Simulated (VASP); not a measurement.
# Y (Fm-3m) in VASP: notebook, part 2 of 2

VASP 6.6.1.

### 5 Single point, r2SCAN

Contents of POSCAR:

```
Y
1.0
    0.0000000000      2.5519910612      2.5519910612
    2.5519910612      0.0000000000      2.5519910612
    2.5519910612      2.5519910612      0.0000000000
Y
1
Direct
    0.0000000000      0.0000000000      0.0000000000
```

Contents of INCAR.step1:

```
PREC     = Accurate       # precision mode
ENCUT    = 520            # plane-wave cutoff, eV
ISMEAR   = -1             # smearing method
SIGMA    = 0.05           # smearing width, eV
LREAL    = F              # projectors in reciprocal space
LASPH    = T              # aspherical terms in the spheres
NELM     = 60             # most SCF steps
NBANDS   = 12             # bands
GGA      = PE             # functional
ALGO     = Normal         # electronic algorithm
EDIFF    = 1E-4           # SCF threshold, eV
LWAVE    = T              # write WAVECAR
LCHARG   = F              # write CHGCAR
```

Contents of INCAR.step2:

```
PREC     = Accurate       # precision mode
ENCUT    = 520            # plane-wave cutoff, eV
EDIFF    = 1E-6           # SCF threshold, eV
ISMEAR   = -1             # smearing method
SIGMA    = 0.05           # smearing width, eV
LREAL    = F              # projectors in reciprocal space
LASPH    = T              # aspherical terms in the spheres
NELM     = 60             # most SCF steps
ALGO     = Normal         # electronic algorithm
ISIF     = 2              # what is computed and relaxed
LWAVE    = F              # write WAVECAR
LCHARG   = F              # write CHGCAR
METAGGA  = R2SCAN         # meta-GGA
LMIXTAU  = T            
NBANDS   = 12             # bands
ISTART   = 1
```

Contents of KPOINTS:

```
regular mesh
0
Gamma
  5 5 5
```

Potentials or basis: VASP PAW PBE potentials, release 64 (Y_sv).

On the command line:

```
> cat potpaw_PBE.64/Y_sv/POTCAR > POTCAR
> cp INCAR.step1 INCAR
> mpirun -np 1 vasp_std > vasp.out
> cp INCAR.step2 INCAR
> mpirun -np 1 vasp_std > vasp.out
```

OUTCAR:

```text
PREC = Accurate
   ENCUT = 520
   EDIFF = 1E-6
   ISMEAR = -1
   LREAL = F
   LASPH = T
   NELM = 60
   ISIF = 2
   METAGGA = R2SCAN
   ISTART = 1

 ion  position               nearest neighbor table
   1  0.000  0.000  0.000-

  LATTYP: Found a face centered cubic cell.
 ALAT       =     5.1039821224

  Lattice vectors:

 A1 = (   0.0000000000,   2.5519910612,   2.5519910612)
[... 311 lines left out ...]
      9       8.0830      0.00000
     10       9.6114      0.00000
     11      11.5878      0.00000
     12      12.0660      0.00000

------------------------ aborting loop because EDIFF is reached ----------------------------------------

  FORCE on cell =-STRESS in cart. coord.  units (eV):
  Direction    XX          YY          ZZ          XY          YZ          ZX
  --------------------------------------------------------------------------------------
  -------------------------------------------------------------------------------------
  Total        0.2178075      0.2178075      0.2178075     -0.0000000     -0.0000000     -0.0000000
  in kB       10.4982288     10.4982288     10.4982288     -0.0000000     -0.0000000     -0.0000000
  external PRESSURE =      10.4982288 kB  Pullay stress =       0.0000000 kB

 VOLUME and BASIS-vectors are now :
 -----------------------------------------------------------------------------
  energy-cutoff  :      520.00
  volume of cell :       33.24
      direct lattice vectors                 reciprocal lattice vectors
     0.000000000  2.551991061  2.551991061    -0.195925451  0.195925451  0.195925451
     2.551991061  0.000000000  2.551991061     0.195925451 -0.195925451  0.195925451
     2.551991061  2.551991061  0.000000000     0.195925451  0.195925451 -0.195925451

 POSITION                                       TOTAL-FORCE (eV/Angst)
 -----------------------------------------------------------------------------------
      0.00000      0.00000      0.00000         0.000000     -0.000000      0.000000
 -----------------------------------------------------------------------------------
    total drift:                               -0.000000     -0.000000     -0.000000

  FREE ENERGIE OF THE ION-ELECTRON SYSTEM (eV)
  ---------------------------------------------------
  free  energy   TOTEN  =       -20.1809716254 eV

  energy  without entropy=      -20.1482671444  energy(sigma->0) =      -20.16461938
```

OUTCAR.step1:

```text
PREC = Accurate
   ENCUT = 520
   ISMEAR = -1
   LREAL = F
   LASPH = T
   NELM = 60
[... 346 lines left out ...]

 POSITION                                       TOTAL-FORCE (eV/Angst)
 -----------------------------------------------------------------------------------
      0.00000      0.00000      0.00000         0.000000      0.000000      0.000000
 -----------------------------------------------------------------------------------
    total drift:                               -0.000000     -0.000000     -0.000000

  FREE ENERGIE OF THE ION-ELECTRON SYSTEM (eV)
  ---------------------------------------------------
  free  energy   TOTEN  =        -6.3532112649 eV

  energy  without entropy=       -6.3148564911  energy(sigma->0) =       -6.33403388
```

OSZICAR.step1:

```text
N       E                     dE             d eps       ncg     rms          rms(c)
DAV:   1     0.230379376098E+02    0.23038E+02   -0.55375E+03   240   0.824E+02
DAV:   2    -0.542716655638E+01   -0.28465E+02   -0.27705E+02   288   0.162E+02
DAV:   3    -0.654334785387E+01   -0.11162E+01   -0.10925E+01   348   0.197E+01
DAV:   4    -0.656033745174E+01   -0.16990E-01   -0.16981E-01   268   0.226E+00
DAV:   5    -0.656071611160E+01   -0.37866E-03   -0.37866E-03   296   0.234E-01    0.237E+01
DAV:   6    -0.638687502476E+01    0.17384E+00   -0.19949E-01   264   0.298E+00    0.145E+01
DAV:   7    -0.635904396407E+01    0.27831E-01   -0.29177E-01   268   0.360E+00    0.971E-01
DAV:   8    -0.635335710542E+01    0.56869E-02   -0.45056E-02   276   0.157E+00    0.881E-01
DAV:   9    -0.635326227320E+01    0.94832E-04   -0.14412E-03   276   0.343E-01    0.122E-01
DAV:  10    -0.635321126490E+01    0.51008E-04   -0.20445E-04   272   0.112E-01
   1 F= -.63532113E+01 E0= -.63340339E+01  d E =-.383548E-01
```

Wall time 24 s (1 thread of Intel Xeon Platinum 8488C (Sapphire Rapids), shared host); peak memory 0.17 GiB.

Results:

```yaml
Free_energy: -20.1810 eV
Pressure: 1.0 GPa
```

Caveat: the k points lie up to 0.43 Å⁻¹ apart; the PAW data sets were made with another functional, which shifts forces and pressure a little.

### 6 Summary

| level | potentials or basis | k mesh | gap on the mesh (eV) | pressure (GPa) |
| --- | --- | --- | --- | --- |
| PBE | VASP PAW PBE potentials, release 64 (Y_sv) | 9 × 9 × 9 | none | -0.9 |
| LDA | VASP PAW LDA potentials, release 64 (Y_sv) | 5 × 5 × 5 | none | -4.1 |
| PBEsol | VASP PAW PBE potentials, release 64 (Y_sv) | 5 × 5 × 5 | none | -2.2 |
| r2SCAN | VASP PAW PBE potentials, release 64 (Y_sv) | 5 × 5 × 5 | none | 1.0 |

Alike in all rows: task single point; no spin polarisation; cell as given; cutoff (eV) 520; smearing fermi-dirac 0.05 eV.

Caveats: some runs use coarse meshes; the PAW data sets were made with another functional, which shifts forces and pressure a little (some runs).

Absolute energies hang on the potentials; compare differences alone.
